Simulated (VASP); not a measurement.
## ScAsSe4: single point with PBE

Crystal: ScAsSe4.

```
CELL_PARAMETERS angstrom
5.03228 0.00000 0.00000
-2.51614 4.35808 0.00000
0.00000 0.00000 5.64524
ATOMIC_POSITIONS crystal
Sc 0.00000 0.00000 0.00000
As 0.00000 0.00000 0.50000
Se 0.33333 0.66667 0.75820
Se 0.33333 0.66667 0.24180
Se 0.66667 0.33333 0.75820
Se 0.66667 0.33333 0.24180
```

The cell was generated, and may not be a known phase.

```
Program             : VASP 6.6.1
Task                : single point
Functional          : PBE
Potentials or basis : VASP PAW PBE potentials, release 64 (Sc_sv, As, Se)
Cutoff              : 500 eV
k mesh              : 3 × 3 × 2
Occupations         : gaussian, width 0.15 eV
Spin                : no spin polarisation
```

```json
{
  "Pressure": "0.2 GPa",
  "Largest force": "0.005 eV/Å",
  "Band gap on the k mesh": "zero (bands 20 and 21 overlap by 1.54 eV)"
}
```

Forces on the atoms (eV/Å):
```
Sc   0.000  0.000  0.000
As   0.000  0.000  0.000
Se   0.000  0.000 -0.005
Se   0.000  0.000  0.005
Se   0.000  0.000 -0.005
Se   0.000  0.000  0.005
```

Levels at points of the mesh, in eV from the Fermi level:
```
           k point  band 18  band 19  band 20  band 21  band 22  band 23
(0.00, 0.00, 0.00)    -1.41    -1.21    -1.21     1.39     1.39     1.48
(0.00, 0.00, 0.50)    -2.26    -1.62    -1.62    -0.94    -0.11     1.74
```

Run time: 34 s on 1 thread of Intel Xeon 8259CL (shared host), peak memory 0.25 GiB.

Caveat: the k points lie up to 0.56 Å⁻¹ apart, too coarse for converged energies and pressures of a metal.
